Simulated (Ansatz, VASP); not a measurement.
**One calculation of AlN, two programs**

File INCAR:

```
SYSTEM = AlN
  PREC = Accurate
  ENCUT = 520
  EDIFF = 1E-8
  ISMEAR = -1
  SIGMA = 0.02
  LREAL = .False.
  LASPH = .True.
  NELM = 120
  ALGO = Normal
  ISIF = 2
  LWAVE = .False.
  LCHARG = .False.
  GGA = CA
  LEFG = .True.
  NBANDS = 11
  GGA_COMPAT = .False.
```

KPOINTS

```
Automatic mesh
0
Gamma
  10 10 10
  0 0 0
```

The input POSCAR:

```
AlN
1.0
    0.0000000000      1.9780000000      1.9977800000
    1.9780000000      0.0000000000      1.9977800000
    1.9780000000      1.9780000000      0.0000000000
Al N
1 1
Direct
    0.0000000000      0.0000000000      0.0000000000
    0.5000000000      0.5000000000      0.5000000000
```

Input for Ansatz:

```yaml
crystal:
  lattice:
    - [0.0, 1.978, 1.99778]
    - [1.978, 0.0, 1.99778]
    - [1.978, 1.978, 0.0]
  atoms:
    - { symbol: Al, position: [0.0, 0.0, 0.0] }
    - { symbol: "N", position: [0.5, 0.5, 0.5] }
kpoints:
  mp_grid: { grid: [10, 10, 10] }
scf:
  occupations: { method: fermi_dirac, width: 0.02 }
hamiltonian:
  xc: lda
  pseudopotentials: { kind: all_electron, datasets: crystal }
output:
  forces: true
  stress: true
  eigenvalues: true
  efg: { contact_densities: true }
```

Change from the starting cell: zz strain of +1 %, crystal datasets.

Alike in both runs: task electric field gradients; functional LDA; k mesh 10 × 10 × 10; occupations fermi-dirac, width 0.02 eV; no spin polarisation.

|  | VASP | Ansatz |
| --- | --- | --- |
| version | VASP 6.6.1 | Ansatz 0.2.0 |
| potentials or method | VASP PAW LDA potentials, release 64 (Al, N), cutoff 520 eV | all-electron PAW with datasets made for the crystal, scalar-relativistic |

```tsv
	VASP	Ansatz	Ansatz less VASP
gap on the k mesh at the Fermi level (eV)	4.93	4.92	-0.007
pressure (GPa)	10.1	9.3	-0.73
traceless stress, the component that is largest in VASP (GPa)	-2.48	-2.43	+0.054
size of Vzz on the site where it differs most (V/Å²)	4.1	3.9	-0.20
```

LDA's correlation is that of Perdew and Zunger in VASP and of Perdew and Wang (1992) in Ansatz. Ansatz ran all-electron here, and VASP with PAW potentials.
